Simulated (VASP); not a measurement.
Wanted: the native input for a VASP 6.6.1 run.

- Task: single point
- Functional: PBE
- Potentials or basis: VASP PAW PBE potentials, release 64 (As, Se)
- Cutoff: 520 eV
- k mesh: 12 × 12 × 10
- Occupations: gaussian, width 0.1 eV
- Spin: no spin polarisation
- Dipole correction: no
- Further INCAR settings: ALGO = Normal; EDIFF = 1e-06; NBANDS = 16

The structure of AsSe2 lies in POSCAR:

```
AsSe2
1.0
    3.8210143315      0.0000000000      0.0000000000
    0.0000000000      3.8210143315      0.0000000000
    0.0000000000      0.0000000000      5.4219024650
As Se
1 2
Direct
    0.0000000000      0.0000000000      0.0000000000
    0.0000000000      0.5000000000      0.3020219831
    0.5000000000      0.0000000000      0.6979780169
```

The cell was built from a structure type or drawn by symmetry, and may not be a known phase.

The input as run:

INCAR

```
SYSTEM = AsSe2
  ALGO = Normal
  EDIFF = 1E-6
  ENCUT = 520
  GGA = PE
  ISIF = 2
  ISMEAR = 0
  LASPH = .True.
  LCHARG = .False.
  LREAL = .False.
  LWAVE = .False.
  NBANDS = 16
  NELM = 60
  PREC = Accurate
  SIGMA = 0.1
```

KPOINTS

```
k-points
0
Gamma
  12 12 10
  0 0 0
```

Potentials or basis: VASP PAW PBE potentials, release 64 (As, Se).

Launch:

```bash
$ cat potpaw_PBE.64/As/POTCAR potpaw_PBE.64/Se/POTCAR > POTCAR
$ mpirun -np 1 vasp_std > vasp.out
```

It gave:

```
Pressure               : 0.1 GPa
Largest force          : 0.013 eV/Å
Band gap on the k mesh : zero (an odd number of electrons rules out a gap without spin polarisation)
```

It took 62 s on 1 thread of Intel(R) Xeon(R) 6975P-C (Granite Rapids) (shared host), peak memory 0.33 GiB.
